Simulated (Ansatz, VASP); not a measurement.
## Two plane-wave programs on GaN

```
CELL_PARAMETERS angstrom
0.00000 2.20303 2.20303
2.20303 0.00000 2.20303
2.20303 2.20303 0.00000
ATOMIC_POSITIONS crystal
Ga 0.00000 0.00000 0.00000
N 0.75000 0.75000 0.75000
```

Alike in both runs: task single point; functional r2SCAN; k mesh 10 × 10 × 10; occupations gaussian, width 0.02 eV; no spin polarisation.

|  | VASP | Ansatz |
| --- | --- | --- |
| version | VASP 6.6.1 | Ansatz 0.2.0 |
| potentials or method | VASP PAW PBE potentials, release 64 (Ga_d, N_h), cutoff 910 eV | scalar-relativistic, plane waves, PAW |
| valence electrons in the cell | 18 | 18 |

```csv
,VASP,Ansatz,Ansatz less VASP
gap on the k mesh at the Fermi level (eV),2.57,2.58,+0.014
least direct gap on the mesh (eV),2.57,2.58,+0.014
```

VASP's potentials were made for PBE, not for r2SCAN. With one functional, cell and mesh, what is left measures potentials, basis and numerics.

Noted on VASP's run: the cutoff is short for stress, so the pressure is rough.
